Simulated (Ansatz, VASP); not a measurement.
## MnO2: VASP beside Ansatz

File INCAR:

```
  PREC = Accurate
  ENCUT = 520
  EDIFF = 1E-6
  ISMEAR = -1
  SIGMA = 0.05
  LREAL = F
  LASPH = T
  NELM = 150
  ALGO = Normal
  ISIF = 2
  LWAVE = F
  LCHARG = F
  ISPIN = 2
  MAGMOM = 4 4 0 0 0 0
  LORBIT = 11
  LMAXMIX = 4
  GGA = PS
  NBANDS = 38
```

KPOINTS

```
regular mesh
0
Gamma
  11 11 3
```

File POSCAR:

```
MnO2
1.0
    2.8163702283      0.0000000000      0.0000000000
   -1.4081851141      2.4390481641      0.0000000000
    0.0000000000      0.0000000000     10.0835941339
Mn O
2 4
Direct
    0.0000000000      0.0000000000      0.5000000000
    0.0000000000      0.0000000000      0.0000000000
    0.6666666667      0.3333333333      0.4068564500
    0.6666666667      0.3333333333      0.0931435500
    0.3333333333      0.6666666667      0.5931435500
    0.3333333333      0.6666666667      0.9068564500
```

input.yaml

```yaml
crystal:
  lattice:
    - [2.8163702283, 0.0, 0.0]
    - [-1.4081851141, 2.4390481641, 0.0]
    - [0.0, 0.0, 10.0835941339]
  atoms:
    - { symbol: Mn, position: [0.0, 0.0, 0.5], spin: 4.0 }
    - { symbol: Mn, position: [0.0, 0.0, 0.0], spin: 4.0 }
    - { symbol: O, position: [0.6666666667, 0.3333333333, 0.40685645] }
    - { symbol: O, position: [0.6666666667, 0.3333333333, 0.09314355] }
    - { symbol: O, position: [0.3333333333, 0.6666666667, 0.59314355] }
    - { symbol: O, position: [0.3333333333, 0.6666666667, 0.90685645] }
kpoints:
  mp_grid: { grid: [11, 11, 3] }
scf:
  occupations: { method: fermi_dirac, width: 0.05 }
hamiltonian:
  xc: pbesol
  pseudopotentials: { kind: all_electron, lapw: { basis_error: 0.001 } }
magnetization:
  spin_polarized: true
output:
  forces: true
  stress: true
  eigenvalues: true
```

Change from the starting cell: volume scaled by 0.96.

Alike in both runs: task single point; functional PBEsol; k mesh 11 × 11 × 3; occupations fermi-dirac, width 0.05 eV; collinear spin.

```csv
,VASP,Ansatz
version,VASP 6.6.1,Ansatz 0.2.0
potentials or method,"VASP PAW PBE potentials, release 64 (Mn_pv, O), cutoff 520 eV","all-electron LAPW, scalar-relativistic"
```

Ansatz gave:

```
gap on the k mesh at the Fermi level (eV)                     : 0.66
least direct gap on the mesh (eV)                             : 0.69
pressure (GPa)                                                : 5.6
traceless stress, the component that is largest in VASP (GPa) : -1.02
rms of the force components (eV/Å)                            : 0.205
net moment per atom (μB)                                      : 1.00
size of the moment on the site where the two differ most (μB) : 2.68
```

**Question.** What did VASP give for the same quantities?

**Answer.** gap on the k mesh at the Fermi level (eV): 0.61; least direct gap on the mesh (eV): 0.65; pressure (GPa): 6.5; traceless stress, the component that is largest in VASP (GPa): -1.41; rms of the force components (eV/Å): 0.246; net moment per atom (μB): 1.00; size of the moment on the site where the two differ most (μB): 2.80.

VASP's potentials were made for PBE, not for PBEsol. Site moments also hang on the region over which each program counts them. Atom by atom the forces differ by 0.041 eV/Å (rms over components). Ansatz ran all-electron here, and VASP with PAW potentials.
